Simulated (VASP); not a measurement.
# As (Im-3m) in VASP: density of states with PBE

Aim: the density of states of As with PBE.

Everything below comes from runs of VASP 6.6.1. Logs are shortened: lines on timing, memory, paths and dates and some standing lists are left out, and cuts for length are marked.

### Step 1. The cell of the first run

The structure is cubic, space group Im-3m (No. 229). Conventional cell: a = 3.474 Å, b = 3.474 Å, c = 3.474 Å, α = 90.00°, β = 90.00°, γ = 90.00°. As (site symmetry m-3m) has 14 As at 3.01 to 3.47 Å within 4.0 Å.

### Step 2. Density of states, PBE

The input, POSCAR:

```
As
1.0
   -1.7369170000      1.7369170000      1.7369170000
    1.7369170000     -1.7369170000      1.7369170000
    1.7369170000      1.7369170000     -1.7369170000
As
1
Direct
    0.0000000000      0.0000000000      0.0000000000
```

The input, INCAR.step1:

```
SYSTEM = As
PREC = Accurate ; ENCUT = 520
EDIFF = 1E-6 ; ISMEAR = -1
SIGMA = 0.1 ; LREAL = .FALSE.
LASPH = .TRUE. ; NELM = 100
ALGO = Normal ; ISIF = 2
LWAVE = .FALSE. ; LCHARG = .TRUE.
GGA = PE ; NBANDS = 8
```

The input, KPOINTS.step1:

```
regular mesh
0
G
  14 14 14
  0 0 0
```

The input, INCAR.step2:

```
SYSTEM = As
PREC = Accurate ; ENCUT = 520
EDIFF = 1E-6 ; ISMEAR = -5
SIGMA = 0.1 ; LREAL = .FALSE.
LASPH = .TRUE. ; NELM = 100
ALGO = Normal ; ISIF = 2
LWAVE = .FALSE. ; LCHARG = .FALSE.
GGA = PE ; LORBIT = 10
NBANDS = 8 ; NEDOS = 1001
ICHARG = 11
```

The input, KPOINTS.step2:

```
regular mesh
0
G
  21 21 21
  0 0 0
```

Potentials or basis: VASP PAW PBE potentials, release 64 (As).

Run with:

```
$ cat potpaw_PBE.64/As/POTCAR > POTCAR
$ cp INCAR.step1 INCAR
$ cp KPOINTS.step1 KPOINTS
$ mpirun -np 1 vasp_std > vasp.out
$ cp INCAR.step2 INCAR
$ cp KPOINTS.step2 KPOINTS
$ mpirun -np 1 vasp_std > vasp.out
```

OUTCAR:

```text
SYSTEM = As
   PREC = Accurate
   ENCUT = 520
   EDIFF = 1E-6
   ISMEAR = -5
   LREAL = .FALSE.
   LASPH = .TRUE.
   NELM = 100
   ISIF = 2
   GGA = PE
   LORBIT = 10
   ICHARG = 11

 ion  position               nearest neighbor table
   1  0.000  0.000  0.000-

  LATTYP: Found a body centered cubic cell.
 ALAT       =     3.4738340000

  Lattice vectors:

 A1 = (  -1.7369170000,   1.7369170000,   1.7369170000)
 A2 = (   1.7369170000,  -1.7369170000,   1.7369170000)
 A3 = (   1.7369170000,   1.7369170000,  -1.7369170000)

Analysis of symmetry for initial positions (statically):
=====================================================================
 Subroutine PRICEL returns:
 Original cell was already a primitive cell.

 Routine SETGRP: Setting up the symmetry group for a
 body centered cubic supercell.

 Subroutine GETGRP returns: Found 48 space group operations
 (whereof 48 operations were pure point group operations)
 out of a pool of 48 trial point group operations.

The static configuration has the point symmetry O_h .

Analysis of symmetry for dynamics (positions and initial velocities):
=====================================================================
 Subroutine PRICEL returns:
 Original cell was already a primitive cell.

 Routine SETGRP: Setting up the symmetry group for a
 body centered cubic supercell.

 Subroutine GETGRP returns: Found 48 space group operations
 (whereof 48 operations were pure point group operations)
 out of a pool of 48 trial point group operations.

The dynamic configuration has the point symmetry O_h .

 Subroutine INISYM returns: Found 48 space group operations
 (whereof 48 operations are pure point group operations),
 and found     1 'primitive' translations

----------------------------------------------------------------------------------------

                                     Primitive cell

  volume of cell :      20.9603

  direct lattice vectors                    reciprocal lattice vectors
    -1.736917000  1.736917000  1.736917000     0.000000000  0.287866375  0.287866375
     1.736917000 -1.736917000  1.736917000     0.287866375  0.000000000  0.287866375
     1.736917000  1.736917000 -1.736917000     0.287866375  0.287866375  0.000000000

  length of vectors
[... 79 lines left out ...]
   LASPH  =      T    aspherical Exc in radial PAW
   ENCUT  =  520.0 eV  38.22 Ry    6.18 a.u.   5.59  5.59  5.59*2*pi/ulx,y,z
   NELM   =    100;   NELMIN=  2; NELMDL=  0     # of ELM steps
   EDIFF  = 0.1E-05   stopping-criterion for ELM
   LREAL  =      F    real-space projection
   EDIFFG = 0.1E-04   stopping-criterion for IOM
   NSW    =      0    number of steps for IOM
   IBRION =     -1    ionic relax: 0-MD 1-quasi-New 2-CG
   NFREE  =      0    steps in history (QN), initial steepest desc. (CG)
   ISIF   =      2    stress and relaxation
   ISYM   =      2    0-nonsym 1-usesym 2-fastsym
   POTIM  = 0.5000    time-step for ionic-motion
   TEBEG  =    0.0;   TEEND  =   0.0 temperature during run
   PSTRESS=    0.0 pullay stress
   NELECT =       5.0000    total number of electrons
   NUPDOWN=      -1.0000    fix difference up-down
   EMIN   =  10.00;   EMAX   =-10.00  energy-range for DOS
   EFERMI =   0.00;   METHOD = LEGACY
   ISMEAR =    -5;   SIGMA  =   0.10  broadening in eV -4-tet -1-fermi 0-gaus
   EFERMI_NEDOS =   21; number of points for ismear=-14 and -15
   IALGO  =     38    algorithm
   IMIX   =      4    mixing-type and parameters
     AMIX     =   0.40;   BMIX     =  1.00
     AMIX_MAG =   1.60;   BMIX_MAG =  1.00
  volume/ion in A,a.u.               =      20.96       141.45
  Fermi-wavevector in a.u.,A,eV,Ry     =   1.015311  1.918660 14.025654  1.030856
  Thomas-Fermi vector in A             =   2.148589
   LORBIT       =     10    0 simple, 1 ext, 2 COOP (PROOUT), +10 PAW based schemes
   GGA     = PE    functional components
   LHFCALC =     F    Hartree Fock is set to
   AEXX    =    0.0000 exact exchange contribution
   IVDW    =     0    specifies the selected vdW correction
   LEPSILON=     F    determine dielectric tensor
   LRPA    =     F    only Hartree local field effects (RPA)
 non-spin polarized calculation
 Fermi weights with tetrahedron method with Bloechl corrections
  energy-cutoff  :      520.00
  volume of cell :       20.96
 maximum number of plane-waves:       586

 number of electron       5.0000001 magnetization

 Free energy of the ion-electron system (eV)
  ---------------------------------------------------
  ext. energy  EPLUGINS =         0.00000000
  ---------------------------------------------------
  free energy    TOTEN  =        -4.19229373 eV

  energy without entropy =       -4.19229373  energy(sigma->0) =       -4.19229373

 E-fermi :   5.3836     XC(G=0): -10.3535

 val. band max:        5.4583810888   @ k =  -0.4762   0.4762   0.1905
 cond. band min:       5.2885257813   @ k =  -0.3333   0.3333   0.2857
 fundamental gap:     -0.1698553075
 Fermi energy:         5.3836158088

 k-point     1 :       0.0000    0.0000    0.0000
  band No.  band energies     occupation
      1      -8.8323      2.00000
      2      10.5643      0.00000
      3      10.5643      0.00000
      4      10.5643      0.00000
      5      18.0260      0.00000
      6      18.0260      0.00000
      7      18.0260      0.00000
      8      18.3489      0.00000
[... 243 lines left out ...]
 k-point    24 :       0.1905    0.0952    0.0000
  band No.  band energies     occupation
      1      -7.4266      2.00000
      2       5.0841      1.65782
      3       7.9175      0.00000
      4       9.4847      0.00000
      5      15.1047      0.00000
      6      15.9664      0.00000
      7      18.9042      0.00000
      8      21.0345      0.00000

 [... further k-points ...]
[... 5 lines left out ...]
  --------------------------------------------------------------------------------------
  -------------------------------------------------------------------------------------
  Total       -0.8073272     -0.8073272     -0.8073272      0.0000000      0.0000000     -0.0000000
  in kB      -61.7110564    -61.7110564    -61.7110564      0.0000000      0.0000000     -0.0000000
  external PRESSURE =     -61.7110564 kB  Pullay stress =       0.0000000 kB

 VOLUME and BASIS-vectors are now :
 -----------------------------------------------------------------------------
  energy-cutoff  :      520.00
  volume of cell :       20.96
      direct lattice vectors                 reciprocal lattice vectors
    -1.736917000  1.736917000  1.736917000     0.000000000  0.287866375  0.287866375
     1.736917000 -1.736917000  1.736917000     0.287866375  0.000000000  0.287866375
     1.736917000  1.736917000 -1.736917000     0.287866375  0.287866375  0.000000000

 POSITION                                       TOTAL-FORCE (eV/Angst)
 -----------------------------------------------------------------------------------
      0.00000      0.00000      0.00000         0.000000     -0.000000      0.000000
 -----------------------------------------------------------------------------------
    total drift:                                0.000000      0.000000      0.000000

  FREE ENERGIE OF THE ION-ELECTRON SYSTEM (eV)
  ---------------------------------------------------
  free  energy   TOTEN  =        -4.1922937305 eV

  energy  without entropy=       -4.1922937305  energy(sigma->0) =       -4.19229373

 total charge

# of ion       s       p       d       tot
------------------------------------------
    1        1.341   1.189   0.037   2.567
```

OUTCAR.step1:

```text
SYSTEM = As
   PREC = Accurate
   ENCUT = 520
   EDIFF = 1E-6
   ISMEAR = -1
   LREAL = .FALSE.
[... 481 lines left out ...]
 -----------------------------------------------------------------------------------
      0.00000      0.00000      0.00000         0.000000     -0.000000      0.000000
 -----------------------------------------------------------------------------------
    total drift:                                0.000000      0.000000     -0.000000

  FREE ENERGIE OF THE ION-ELECTRON SYSTEM (eV)
  ---------------------------------------------------
  free  energy   TOTEN  =        -4.2017714694 eV

  energy  without entropy=       -4.1818397807  energy(sigma->0) =       -4.19180563
```

OSZICAR.step1:

```text
N       E                     dE             d eps       ncg     rms          rms(c)
DAV:   1     0.220149521437E+01    0.22015E+01   -0.21131E+03  1664   0.470E+02
DAV:   2    -0.414481541897E+01   -0.63463E+01   -0.61687E+01  2376   0.486E+01
DAV:   3    -0.420613761266E+01   -0.61322E-01   -0.60836E-01  1896   0.517E+00
DAV:   4    -0.420619088945E+01   -0.53277E-04   -0.53274E-04  2600   0.176E-01
DAV:   5    -0.420619090383E+01   -0.14383E-07   -0.13898E-07  1920   0.188E-03    0.156E+00
DAV:   6    -0.420287031460E+01    0.33206E-02   -0.35588E-03  1928   0.304E-01    0.895E-01
DAV:   7    -0.420173410645E+01    0.11362E-02   -0.64417E-03  1968   0.411E-01    0.533E-02
DAV:   8    -0.420177137148E+01   -0.37265E-04   -0.82986E-05  2192   0.660E-02    0.550E-03
DAV:   9    -0.420177146944E+01   -0.97957E-07   -0.44411E-07  2272   0.542E-03
   1 F= -.42017715E+01 E0= -.41918056E+01  d E =-.199317E-01
```

Wall time 12 s (1 thread of Intel Xeon 6975P-C (Granite Rapids), shared host); peak memory 0.17 GiB.

Results:

| Item | Value |
| --- | --- |
| Valence electrons inside the program's atomic spheres | As 2.57 |

Levels at points of the mesh, in eV from the Fermi level:
```tsv
k point	band 1	band 2	band 3	band 4	band 5	band 6
(0.00, 0.00, 0.00)	-14.22	5.18	5.18	5.18	12.64	12.64
```

Caveat: tetrahedron occupations give inexact forces and stress in metals.
